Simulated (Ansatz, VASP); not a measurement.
**Be in VASP and in Ansatz**

File INCAR:

```
ALGO     = Normal         # electronic algorithm
EDIFF    = 1E-6           # SCF threshold, eV
ENCUT    = 520            # plane-wave cutoff, eV
GGA      = PS             # functional
ISIF     = 2              # what is computed and relaxed
ISMEAR   = -1             # smearing method
LASPH    = True           # aspherical terms in the spheres
LCHARG   = False          # write CHGCAR
LREAL    = False          # projectors in reciprocal space
LWAVE    = False          # write WAVECAR
NBANDS   = 12             # bands
NELM     = 80             # most SCF steps
PREC     = Accurate       # precision mode
SIGMA    = 0.05           # smearing width, eV
```

The input KPOINTS:

```
k-points
0
Gamma
  9 9 14
```

File POSCAR:

```
Be
1.0
    3.7216668396      0.0000000000      0.0000000000
    0.0000000000      3.7216668396      0.0000000000
    0.0000000000      0.0000000000      2.2659689346
Be
4
Direct
    0.2974080000      0.2974080000      0.0000000000
    0.7025920000      0.7025920000      0.0000000000
    0.2025920000      0.7974080000      0.5000000000
    0.7974080000      0.2025920000      0.5000000000
```

Input for Ansatz:

```yaml
crystal:
  lattice:
    - [3.7216668396, 0.0, 0.0]
    - [0.0, 3.7216668396, 0.0]
    - [0.0, 0.0, 2.2659689346]
  atoms:
    - { symbol: Be, position: [0.297408, 0.297408, 0.0] }
    - { symbol: Be, position: [0.702592, 0.702592, 0.0] }
    - { symbol: Be, position: [0.202592, 0.797408, 0.5] }
    - { symbol: Be, position: [0.797408, 0.202592, 0.5] }
kpoints:
  mp_grid: { grid: [9, 9, 14] }
  band_path:
    path:
      - [0.0, 0.0, 0.0]
      - [0.0, 0.5, 0.0]
      - [0.5, 0.5, 0.0]
      - [0.0, 0.0, 0.0]
      - [0.0, 0.0, 0.5]
      - [0.0, 0.5, 0.5]
      - [0.5, 0.5, 0.5]
      - [0.0, 0.0, 0.5]
      - [0.0, 0.5, 0.0]
    npoints: 5
scf:
  occupations: { method: fermi_dirac, width: 0.05 }
hamiltonian:
  xc: pbesol
  pseudopotentials: { kind: all_electron, lapw: { basis_error: 0.001 } }
output:
  forces: true
  stress: true
  eigenvalues: true
```

Change from the starting cell: volume scaled by 0.98.

Alike in both runs: task single point; functional PBEsol; k mesh 9 × 9 × 14; occupations fermi-dirac, width 0.05 eV; no spin polarisation.

|  | VASP | Ansatz |
| --- | --- | --- |
| version | VASP 6.6.1 | Ansatz 0.2.0 |
| potentials or method | VASP PAW PBE potentials, release 64 (Be), cutoff 520 eV | all-electron LAPW, scalar-relativistic |

|  | VASP | Ansatz | Ansatz less VASP |
| --- | --- | --- | --- |
| pressure (GPa) | 1.7 | 1.2 | -0.47 |
| traceless stress, the component that is largest in VASP (GPa) | -0.63 | -0.64 | -0.009 |
| rms of the force components (eV/Å) | 0.009 | 0.007 | -0.0020 |

VASP's potentials were made for PBE, not for PBEsol. Atom by atom the forces differ by 0.002 eV/Å (rms over components). Ansatz ran all-electron here, and VASP with PAW potentials.
